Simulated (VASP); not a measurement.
A run of VASP 6.6.1 is set up as follows.

Contents of INCAR:

```
PREC = Accurate
ENCUT = 520
EDIFF = 1E-6
ISMEAR = 0
SIGMA = 0.15
LREAL = F
LASPH = T
NELM = 100
ALGO = Normal
ISIF = 2
LWAVE = F
LCHARG = F
GGA = PE
NBANDS = 10
```

File KPOINTS:

```
regular mesh
0
Gamma
  22 22 22
```

Contents of POSCAR:

```
Ir
1.0
    0.0000000000      2.0972827308      1.6211995509
    2.0972827308      0.0000000000      1.6211995509
    2.0972827308      2.0972827308      0.0000000000
Ir
1
Direct
    0.0000000000      0.0000000000      0.0000000000
```

Potentials or basis: VASP PAW PBE potentials, release 64 (Ir).

Launch:

```console
$ cat potpaw_PBE.64/Ir/POTCAR > POTCAR
$ mpirun -np 1 vasp_std > vasp.out
```

Q: Predict the band gap on the k mesh.

A: Zero (an odd number of electrons rules out a gap without spin polarisation).

Q: Estimate the pressure.

A: 16.7 GPa.

Stress tensor (GPa, compression positive):
```
 1.68  0.00  0.00
 0.00  1.68  0.00
 0.00  0.00 46.79
```

Caveat: the stress differs along the axes, from 2 to 47 GPa; spin-orbit coupling is left out, which moves the levels of the heavy elements.
